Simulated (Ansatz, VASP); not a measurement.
# NaH in VASP and in Ansatz

The input INCAR:

```
PREC = Accurate
ENCUT = 520
EDIFF = 1E-6
ISMEAR = -1
SIGMA = 0.02
LREAL = False
LASPH = True
NELM = 80
ALGO = Normal
ISIF = 2
LWAVE = False
LCHARG = False
GGA = PS
NBANDS = 11
```

Contents of KPOINTS:

```
Automatic mesh
0
Gamma
  11 11 11
```

Contents of POSCAR:

```
NaH
1.0
    0.0000000000      2.3984440168      2.3625574486
    2.3984440168      0.0000000000      2.3625574486
    2.3984440168      2.3984440168      0.0000000000
Na H
1 1
Direct
    0.0000000000      0.0000000000      0.0000000000
    0.5000000000      0.5000000000      0.5000000000
```

Input for Ansatz:

```yaml
crystal:
  lattice:
    - [0.0, 2.3984440168, 2.3625574486]
    - [2.3984440168, 0.0, 2.3625574486]
    - [2.3984440168, 2.3984440168, 0.0]
  atoms:
    - { symbol: Na, position: [0.0, 0.0, 0.0] }
    - { symbol: H, position: [0.5, 0.5, 0.5] }
kpoints:
  mp_grid: { grid: [11, 11, 11] }
scf:
  occupations: { method: fermi_dirac, width: 0.02 }
hamiltonian:
  xc: pbesol
  pseudopotentials: { kind: all_electron, lapw: { basis_error: 0.00025 } }
output:
  forces: true
  stress: true
  eigenvalues: true
```

Change from the starting cell: z stretched by -1 % at fixed volume.

Alike in both runs: task single point; functional PBEsol; k mesh 11 × 11 × 11; occupations fermi-dirac, width 0.02 eV; no spin polarisation.

```csv
,VASP,Ansatz
version,VASP 6.6.1,Ansatz 0.2.0
potentials or method,"VASP PAW PBE potentials, release 64 (Na_pv, H), cutoff 520 eV","all-electron LAPW, scalar-relativistic"
```

```tsv
	VASP	Ansatz	Ansatz less VASP
gap on the k mesh at the Fermi level (eV)	3.82	3.82	+0.002
pressure (GPa)	0.3	0.3	+0.01
traceless stress, the component that is largest in VASP (GPa)	0.38	0.38	-0.004
```

VASP's potentials were made for PBE, not for PBEsol. Ansatz ran all-electron here, and VASP with PAW potentials.
